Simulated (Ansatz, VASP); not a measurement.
## Be: VASP beside Ansatz

File INCAR:

```
PREC = Accurate ; ENCUT = 520
EDIFF = 1E-7 ; ISMEAR = -1
SIGMA = 0.08 ; LREAL = False
LASPH = True ; NELM = 60
ALGO = Normal ; ISIF = 2
LWAVE = False ; LCHARG = False
GGA = PE ; NBANDS = 9
```

KPOINTS

```
regular mesh
0
Gamma
  20 20 20
```

The input POSCAR:

```
Be
1.0
   -2.1090971511      2.1090971511      1.0559067450
    2.1090971511     -2.1090971511      1.0559067450
    2.1090971511      2.1090971511     -1.0559067450
Be
2
Direct
   -0.3750000000     -0.1250000000     -0.2500000000
    0.3750000000      0.1250000000      0.2500000000
```

Input for Ansatz:

```yaml
crystal:
  lattice:
    - [-2.1090971511, 2.1090971511, 1.055906745]
    - [2.1090971511, -2.1090971511, 1.055906745]
    - [2.1090971511, 2.1090971511, -1.055906745]
  atoms:
    - { symbol: Be, position: [-0.375, -0.125, -0.25] }
    - { symbol: Be, position: [0.375, 0.125, 0.25] }
kpoints:
  mp_grid: { grid: [20, 20, 20] }
scf:
  occupations: { method: fermi_dirac, width: 0.08 }
hamiltonian:
  xc: pbe
  pseudopotentials: { kind: nc }
output:
  forces: true
  stress: true
  eigenvalues: true
```

Change from the starting cell: volume scaled by 1, norm-conserving files.

Alike in both runs: task single point; functional PBE; k mesh 20 × 20 × 20; occupations fermi-dirac, width 0.08 eV; no spin polarisation.

```csv
,VASP,Ansatz
version,VASP 6.6.1,Ansatz 0.2.0
potentials or method,"VASP PAW PBE potentials, release 64 (Be)",scalar-relativistic
plane-wave cutoff (eV),520,1800
valence electrons in the cell,4,8
```

|  | VASP | Ansatz | Ansatz less VASP |
| --- | --- | --- | --- |
| pressure (GPa) | 0.1 | 0.1 | +0.04 |
| traceless stress, the component that is largest in VASP (GPa) | 0.06 | 0.10 | +0.035 |

The functional is the same, so the differences come from potentials, cutoffs and numerics. VASP's potentials hold 4 valence electrons a cell and Ansatz's 8, so a difference there can come from the potentials and not from the codes.
